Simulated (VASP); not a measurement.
# Bi (Fm-3m) in VASP: a series of runs

The runs below take Bi through single point, with PBEsol.

Program: VASP 6.6.1. These are calculated values, not measurements. Logs are shortened: lines on timing, memory, paths and dates and some standing lists are left out, and cuts for length are marked.

## 1. The cell of the first run

The structure is cubic, space group Fm-3m (No. 225). Conventional cell: a = 4.584 Å, b = 4.584 Å, c = 4.584 Å, α = 90.00°, β = 90.00°, γ = 90.00°. Bi (site symmetry m-3m) has 12 Bi at 3.24 Å within 4.3 Å.

## 2. Single point, PBEsol (volume scaled by 0.796, to set the pressure)

Input file INCAR:

```
  PREC = Accurate
  ENCUT = 500
  EDIFF = 1E-6
  ISMEAR = -1
  SIGMA = 0.05
  LREAL = F
  LASPH = T
  NELM = 120
  ALGO = Normal
  ISIF = 2
  LWAVE = F
  LCHARG = T
  GGA = PS
  LELF = T
  LVHAR = T
  NBANDS = 14
  GGA_COMPAT = F
```

Input file KPOINTS:

```
Automatic mesh
0
Gamma
  14 14 14
```

Input file POSCAR:

```
Bi
1.0
    0.0000000000      2.2919355034      2.2919355034
    2.2919355034      0.0000000000      2.2919355034
    2.2919355034      2.2919355034      0.0000000000
Bi
1
Direct
    0.0000000000      0.0000000000      0.0000000000
```

Potentials or basis: VASP PAW PBE potentials, release 64 (Bi_d).

Command:

```bash
> cat potpaw_PBE.64/Bi_d/POTCAR > POTCAR
> mpirun -np 1 vasp_std > vasp.out
```

OUTCAR:

```text
PREC = Accurate
   ENCUT = 500
   EDIFF = 1E-6
   ISMEAR = -1
   LREAL = F
   LASPH = T
   NELM = 120
   ISIF = 2
   GGA = PS

 ion  position               nearest neighbor table
   1  0.000  0.000  0.000-

  LATTYP: Found a face centered cubic cell.
 ALAT       =     4.5838710068

  Lattice vectors:

 A1 = (   0.0000000000,   2.2919355034,   2.2919355034)
 A2 = (   2.2919355034,   0.0000000000,   2.2919355034)
 A3 = (   2.2919355034,   2.2919355034,   0.0000000000)

Analysis of symmetry for initial positions (statically):
=====================================================================
 Subroutine PRICEL returns:
 Original cell was already a primitive cell.

 Routine SETGRP: Setting up the symmetry group for a
 face centered cubic supercell.

 Subroutine GETGRP returns: Found 48 space group operations
 (whereof 48 operations were pure point group operations)
 out of a pool of 48 trial point group operations.

The static configuration has the point symmetry O_h .

Analysis of symmetry for dynamics (positions and initial velocities):
=====================================================================
 Subroutine PRICEL returns:
 Original cell was already a primitive cell.

 Routine SETGRP: Setting up the symmetry group for a
 face centered cubic supercell.

 Subroutine GETGRP returns: Found 48 space group operations
 (whereof 48 operations were pure point group operations)
 out of a pool of 48 trial point group operations.

The dynamic configuration has the point symmetry O_h .

 Subroutine INISYM returns: Found 48 space group operations
 (whereof 48 operations are pure point group operations),
 and found     1 'primitive' translations

----------------------------------------------------------------------------------------

                                     Primitive cell

  volume of cell :      24.0789

  direct lattice vectors                    reciprocal lattice vectors
     0.000000000  2.291935503  2.291935503    -0.218156226  0.218156226  0.218156226
     2.291935503  0.000000000  2.291935503     0.218156226 -0.218156226  0.218156226
     2.291935503  2.291935503  0.000000000     0.218156226  0.218156226 -0.218156226

  length of vectors
     3.241286273  3.241286273  3.241286273     0.377857668  0.377857668  0.377857668

  position of ions in fractional coordinates (direct lattice)
     0.000000000  0.000000000  0.000000000

  ion indices of the primitive-cell ions
   primitive index   ion index
                 1           1

----------------------------------------------------------------------------------------

 KPOINTS: Automatic mesh

Automatic generation of k-mesh.
 Grid dimensions read from file:
 generate k-points for:   14   14   14

 Generating k-lattice:

  Cartesian coordinates                     Fractional coordinates (reciprocal lattice)
    -0.015582588  0.015582588  0.015582588     0.071428571  0.000000000  0.000000000
     0.015582588 -0.015582588  0.015582588     0.000000000  0.071428571  0.000000000
     0.015582588  0.015582588 -0.015582588     0.000000000  0.000000000  0.071428571

  Length of vectors
     0.026989833  0.026989833  0.026989833

  Shift w.r.t. Gamma in fractional coordinates (k-lattice)
     0.000000000  0.000000000  0.000000000

 Subroutine IBZKPT returns following result:
 ===========================================

 Found    104 irreducible k-points:

 Following reciprocal coordinates:
            Coordinates               Weight
  0.000000  0.000000  0.000000      1.000000
  0.071429  0.000000  0.000000      8.000000
  0.142857  0.000000  0.000000      8.000000
  0.214286  0.000000  0.000000      8.000000
  0.285714  0.000000  0.000000      8.000000
  0.357143  0.000000  0.000000      8.000000
[... 16 lines left out ...]
  0.214286  0.142857  0.000000     24.000000
  0.285714  0.142857  0.000000     24.000000
 [... further k-points ...]
   k-points           NKPTS =    104   k-points in BZ     NKDIM =    104   number of bands    NBANDS=     14
   number of dos      NEDOS =    301   number of ions     NIONS =      1
   total plane-waves  NPLWV =  13824
   dimension x,y,z NGX =    24 NGY =   24 NGZ =   24
   dimension x,y,z NGXF=    48 NGYF=   48 NGZF=   48
   ions per type =               1
   NGX,Y,Z   is equivalent  to a cutoff of  12.31, 12.31, 12.31 a.u.
   NGXF,Y,Z  is equivalent  to a cutoff of  24.62, 24.62, 24.62 a.u.
 SYSTEM =  unknown system
   PREC   = accura    normal or accurate (medium, high low for compatibility)
   ISTART =      0    job   : 0-new  1-cont  2-samecut
   ICHARG =      2    charge: 1-file 2-atom 10-const
   ISPIN  =      1    spin polarized calculation?
   LNONCOLLINEAR =      F non collinear calculations
   LSORBIT =      F    spin-orbit coupling
   LASPH  =      T    aspherical Exc in radial PAW
   ENCUT  =  500.0 eV  36.75 Ry    6.06 a.u.   5.91  5.91  5.91*2*pi/ulx,y,z
   NELM   =    120;   NELMIN=  2; NELMDL= -5     # of ELM steps
   EDIFF  = 0.1E-05   stopping-criterion for ELM
   LREAL  =      F    real-space projection
   EDIFFG = 0.1E-04   stopping-criterion for IOM
   NSW    =      0    number of steps for IOM
   IBRION =     -1    ionic relax: 0-MD 1-quasi-New 2-CG
   NFREE  =      0    steps in history (QN), initial steepest desc. (CG)
   ISIF   =      2    stress and relaxation
   ISYM   =      2    0-nonsym 1-usesym 2-fastsym
   POTIM  = 0.5000    time-step for ionic-motion
   TEBEG  =    0.0;   TEEND  =   0.0 temperature during run
   PSTRESS=    0.0 pullay stress
   NELECT =      15.0000    total number of electrons
   NUPDOWN=      -1.0000    fix difference up-down
   EMIN   =  10.00;   EMAX   =-10.00  energy-range for DOS
   EFERMI =   0.00;   METHOD = LEGACY
   ISMEAR =    -1;   SIGMA  =   0.05  broadening in eV -4-tet -1-fermi 0-gaus
   EFERMI_NEDOS =   21; number of points for ismear=-14 and -15
   IALGO  =     38    algorithm
   IMIX   =      4    mixing-type and parameters
     AMIX     =   0.40;   BMIX     =  1.00
     AMIX_MAG =   1.60;   BMIX_MAG =  1.00
  volume/ion in A,a.u.               =      24.08       162.49
  Fermi-wavevector in a.u.,A,eV,Ry     =   1.398169  2.642155 26.597693  1.954875
  Thomas-Fermi vector in A             =   2.521353
   LORBIT       =      0    0 simple, 1 ext, 2 COOP (PROOUT), +10 PAW based schemes
   GGA     = PS    functional components
   LHFCALC =     F    Hartree Fock is set to
   AEXX    =    0.0000 exact exchange contribution
   IVDW    =     0    specifies the selected vdW correction
   LEPSILON=     F    determine dielectric tensor
   LRPA    =     F    only Hartree local field effects (RPA)
 non-spin polarized calculation
  energy-cutoff  :      500.00
  volume of cell :       24.08
 maximum number of plane-waves:       624
   NGX = 11   NGY = 11   NGZ = 11

 number of electron      14.9999992 magnetization

 Free energy of the ion-electron system (eV)
  ---------------------------------------------------
  ext. energy  EPLUGINS =         0.00000000
  ---------------------------------------------------
  free energy    TOTEN  =        -3.81006262 eV

  energy without entropy =       -3.80282987  energy(sigma->0) =       -3.80644625

 E-fermi :  11.5046     XC(G=0): -11.7255

 val. band max:       11.4580457718   @ k =  -0.2857   0.2143   0.0714
 cond. band min:      11.5284716674   @ k =  -0.4286   0.3571   0.1429
 fundamental gap:      0.0704258956
 Fermi energy:        11.5046007656

 k-point     1 :       0.0000    0.0000    0.0000
  band No.  band energies     occupation
      1     -11.8749      2.00000
      2     -11.8749      2.00000
      3     -11.8749      2.00000
      4     -11.7021      2.00000
      5     -11.7021      2.00000
      6      -4.3072      2.00000
      7      18.2628      0.00000
      8      18.2628      0.00000
      9      18.2628      0.00000
     10      20.1856      0.00000
     11      23.5026      0.00000
     12      23.7842      0.00000
     13      23.7842      0.00000
     14      23.7842      0.00000

 k-point     2 :       0.0714    0.0000    0.0000
  band No.  band energies     occupation
      1     -11.8747      2.00000
      2     -11.8658      2.00000
      3     -11.8658      2.00000
      4     -11.7026      2.00000
      5     -11.7026      2.00000
      6      -4.1893      2.00000
      7      16.8727      0.00000
      8      18.1127      0.00000
      9      18.1127      0.00000
     10      20.0157      0.00000
     11      23.8272      0.00000
     12      24.0380      0.00000
     13      24.0380      0.00000
     14      25.3303      0.00000

 k-point     3 :       0.1429    0.0000    0.0000
  band No.  band energies     occupation
      1     -11.8749      2.00000
      2     -11.8452      2.00000
      3     -11.8452      2.00000
      4     -11.6993      2.00000
      5     -11.6993      2.00000
      6      -3.8352      2.00000
      7      14.3093      0.00000
      8      17.7302      0.00000
      9      17.7302      0.00000
     10      19.8576      0.00000
     11      24.0352      0.00000
     12      24.6937      0.00000
     13      24.6938      0.00000
     14      24.8152      0.00000

 k-point     4 :       0.2143    0.0000    0.0000
  band No.  band energies     occupation
      1     -11.8772      2.00000
      2     -11.8307      2.00000
      3     -11.8307      2.00000
      4     -11.6783      2.00000
      5     -11.6783      2.00000
      6      -3.2461      2.00000
      7      11.6658      0.07657
      8      17.2431      0.00000
      9      17.2431      0.00000
     10      19.7420      0.00000
     11      23.0759      0.00000
     12      23.9303      0.00000
     13      23.9303      0.00000
     14      25.7334      0.00000

 k-point     5 :       0.2857    0.0000    0.0000
  band No.  band energies     occupation
      1     -11.8822      2.00000
      2     -11.8334      2.00000
      3     -11.8334      2.00000
      4     -11.6357      2.00000
      5     -11.6357      2.00000
      6      -2.4330      2.00000
      7       9.1796      2.00000
      8      16.7579      0.00000
      9      16.7579      0.00000
     10      19.6788      0.00000
     11      22.1464      0.00000
[... 276 lines left out ...]
 k-point    22 :       0.1429    0.1429    0.0000
  band No.  band energies     occupation
      1     -11.9115      2.00000
      2     -11.8074      2.00000
      3     -11.8074      2.00000
      4     -11.7415      2.00000
      5     -11.6739      2.00000
      6      -3.6782      2.00000
      7      15.6238      0.00000
      8      16.1509      0.00000
      9      16.1509      0.00000
     10      19.0299      0.00000
     11      21.3962      0.00000
     12      25.9626      0.00000
     13      26.2145      0.00000
     14      26.2145      0.00000

 k-point    23 :       0.2143    0.1429    0.0000
  band No.  band energies     occupation
      1     -11.9222      2.00000
      2     -11.7867      2.00000
      3     -11.7790      2.00000
      4     -11.7477      2.00000
      5     -11.6546      2.00000
      6      -3.2461      2.00000
      7      13.4654      0.00000
      8      15.4771      0.00000
      9      15.9574      0.00000
     10      19.1609      0.00000
     11      20.3895      0.00000
     12      25.7718      0.00000
     13      26.5342      0.00000
     14      26.5572      0.00000

 k-point    24 :       0.2857    0.1429    0.0000
  band No.  band energies     occupation
      1     -11.9216      2.00000
      2     -11.8006      2.00000
      3     -11.7687      2.00000
      4     -11.7158      2.00000
      5     -11.6179      2.00000
      6      -2.5838      2.00000
      7      11.0095      1.99990
      8      14.9728      0.00000
      9      15.3787      0.00000
     10      18.9926      0.00000
     11      20.9069      0.00000
     12      25.4396      0.00000
     13      25.7533      0.00000
     14      25.9384      0.00000

 [... further k-points ...]

------------------------ aborting loop because EDIFF is reached ----------------------------------------

  FORCE on cell =-STRESS in cart. coord.  units (eV):
  Direction    XX          YY          ZZ          XY          YZ          ZX
  --------------------------------------------------------------------------------------
  -------------------------------------------------------------------------------------
  Total        3.3410589      3.3410589      3.3410589     -0.0000000      0.0000000      0.0000000
  in kB      222.3092519    222.3092519    222.3092519     -0.0000000      0.0000000      0.0000000
  external PRESSURE =     222.3092519 kB  Pullay stress =       0.0000000 kB

 VOLUME and BASIS-vectors are now :
 -----------------------------------------------------------------------------
  energy-cutoff  :      500.00
  volume of cell :       24.08
      direct lattice vectors                 reciprocal lattice vectors
     0.000000000  2.291935503  2.291935503    -0.218156226  0.218156226  0.218156226
     2.291935503  0.000000000  2.291935503     0.218156226 -0.218156226  0.218156226
     2.291935503  2.291935503  0.000000000     0.218156226  0.218156226 -0.218156226

 POSITION                                       TOTAL-FORCE (eV/Angst)
 -----------------------------------------------------------------------------------
      0.00000      0.00000      0.00000        -0.000000     -0.000000      0.000000
 -----------------------------------------------------------------------------------
    total drift:                               -0.000000     -0.000000     -0.000000

  FREE ENERGIE OF THE ION-ELECTRON SYSTEM (eV)
  ---------------------------------------------------
  free  energy   TOTEN  =        -3.8100626215 eV

  energy  without entropy=       -3.8028298749  energy(sigma->0) =       -3.80644625
```

Run time: 15 s. Hardware: 1 thread of AMD EPYC 9R45 (Zen 5), shared host; peak memory 0.12 GiB.

What came out:

```yaml
Free_energy: -3.8101 eV
Pressure: 22.2 GPa
```

Caveat: the cell differs from its parent crystal (volume scaled by 0.796, to set the pressure); the PAW data sets were made with another functional, which shifts forces and pressure a little; spin-orbit coupling is left out, which moves the levels of the heavy elements.

## 3. Single point, PBEsol

Input file INCAR:

```
PREC = Accurate
ENCUT = 500
EDIFF = 1E-6
ISMEAR = -1
SIGMA = 0.05
LREAL = False
LASPH = True
NELM = 120
ALGO = Normal
ISIF = 2
LWAVE = False
LCHARG = False
GGA = PS
NBANDS = 14
GGA_COMPAT = False
```

Input file KPOINTS:

```
regular mesh
0
Gamma
  14 14 14
```

Input file POSCAR:

```
Bi
1.0
    0.0000000000      2.2933394800      2.2933394800
    2.2933394800      0.0000000000      2.2933394800
    2.2933394800      2.2933394800      0.0000000000
Bi
1
Direct
    0.0000000000      0.0000000000      0.0000000000
```

Potentials or basis: VASP PAW PBE potentials, release 64 (Bi_d).

Command:

```bash
> cat potpaw_PBE.64/Bi_d/POTCAR > POTCAR
> mpirun -np 1 vasp_std > vasp.out
```

Run time: 14 s. Hardware: 1 thread of AMD EPYC 9R45 (Zen 5), shared host; peak memory 0.13 GiB.

The run converged. Its results:

* Free energy: -3.8162 eV
* Pressure: 22.0 GPa

Levels at points of the mesh, in eV from the Fermi level:
```csv
k point,band 3,band 4,band 5,band 6,band 7,band 8,band 9,band 10,band 11,band 12
"(0.00, 0.00, 0.00)",-23.38,-23.20,-23.20,-15.79,6.74,6.74,6.74,8.68,11.97,12.27
"(0.50, 0.00, 0.00)",-23.36,-23.04,-23.04,-11.36,-7.10,4.48,4.48,8.23,9.25,10.81
"(0.50, 0.50, 0.00)",-23.05,-23.00,-23.00,-9.58,-6.02,0.24,0.24,4.30,5.51,17.93
```

Caveat: the PAW data sets were made with another functional, which shifts forces and pressure a little; spin-orbit coupling is left out, which moves the levels of the heavy elements.
